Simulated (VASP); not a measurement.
Mg2NCl:

```xyz
4
Lattice="1.6597 0.9582 6.0076 -1.6597 0.9582 6.0076 0.0000 -1.9164 6.0076" Properties=species:S:1:pos:R:3 pbc="T T T"
Mg    0.0000    0.0000    4.0152
Mg    0.0000    0.0000   14.0075
N     0.0000    0.0000    9.0113
Cl    0.0000    0.0000    0.0000
```

```yaml
Program: VASP 6.6.1
Task: relaxation of cell and atoms
Functional: PBEsol
Potentials_or_basis: VASP PAW PBE potentials, release 64 (Mg, N, Cl)
Cutoff: 600 eV
k_mesh: 8 × 8 × 8
Occupations: fermi-dirac, width 0.02 eV
Spin: no spin polarisation
```

At the start: pressure -2.9 GPa; volume 14.33 Å³/atom.

Where does the relaxation end?

Over 7 steps the energy falls by 4.4 meV/atom and the volume is 13.84 Å³/atom (-3.4 %); space group R-3m (No. 166, to 0.1 Å) before and after.

The path:
```tsv
step	energy change (eV)	largest force (eV/Å)	pressure (GPa)	volume (Å³)
1	0.0000	0.0617	-2.88	57.32
2	-0.0158	0.1536	0.54	55.21
3	-0.0165	0.1166	-0.06	55.55
4	-0.0175	0.0340	-0.01	55.44
5	-0.0176	0.0122	0.01	55.37
6	-0.0176	0.0097	0.01	55.38
7	-0.0176	0.0022	0.00	55.38
```

Final structure:
```
Mg N Cl
1.0
     1.64238    0.94823    5.92629
    -1.64238    0.94823    5.92629
     0.00000   -1.89646    5.92629
Mg N Cl
2 1 1
Cartesian
  0.0000 0.0000 3.9664
  0.0000 0.0000 13.8124
  0.0000 0.0000 8.8894
  0.0000 0.0000 0.0000
```

Caveat: the PAW data sets were made with another functional, which shifts forces and pressure a little.
